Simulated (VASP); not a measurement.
Write the native input for VASP 6.6.1 that does the following.

| Quantity | Value |
| --- | --- |
| Task | relaxation of cell and atoms |
| Functional | PBE |
| Potentials or basis | VASP PAW PBE potentials, release 64 (Bi_d, Te) |
| Cutoff | 600 eV |
| k mesh | 6 × 6 × 2 |
| Occupations | gaussian, width 0.1 eV |
| Spin | no spin polarisation |
| Dipole correction | no |
| Further INCAR settings | ALGO = Normal; EDIFF = 1e-06; IBRION = 2; EDIFFG = -0.04; NSW = 90; ISIF = 3 |

The structure of BiTe lies in POSCAR:

```
BiTe
1.0
    4.0771585679      0.0000000000      0.0000000000
   -2.0385792840      3.5309228951      0.0000000000
    0.0000000000      0.0000000000     10.8461895484
Bi Te
2 2
Direct
    0.3333333333      0.6666666667      0.2500000000
    0.6666666667      0.3333333333      0.7500000000
    0.3333333333      0.6666666667      0.7500000000
    0.6666666667      0.3333333333      0.2500000000
```

The input as run:

INCAR

```
PREC = Accurate
ENCUT = 600
EDIFF = 1E-6
ISMEAR = 0
SIGMA = 0.1
LREAL = F
LASPH = T
NELM = 100
ALGO = Normal
ISIF = 3
LWAVE = F
LCHARG = F
GGA = PE
IBRION = 2
NSW = 90
EDIFFG = -0.04
```

KPOINTS

```
regular mesh
0
Gamma
  6 6 2
```

Potentials or basis: VASP PAW PBE potentials, release 64 (Bi_d, Te).

The run is started by

```sh
$ cat potpaw_PBE.64/Bi_d/POTCAR potpaw_PBE.64/Te/POTCAR > POTCAR
$ mpirun -np 1 vasp_std > vasp.out
```

It gave:

* Relaxed volume: 42.39 Å³/atom
* Relaxed cell: a = 5.340 Å, b = 5.340 Å, c = 6.867 Å, α = 90.00°, β = 90.00°, γ = 120.00°
* Space group after relaxing (to 0.1 Å): P6_3/mmc (No. 194)
* Pressure after relaxing: 0.1 GPa
* Band gap on the k mesh: zero (bands 21 and 22 overlap by 1.75 eV)

Caveat: a cell axis changed by over 15 % at a fixed basis, so the end point is rough; spin-orbit coupling is left out, which moves the levels of the heavy elements.

It took 43 min on 1 thread of Intel Xeon 8259CL, with other jobs on the host, peak memory 0.4 GiB.
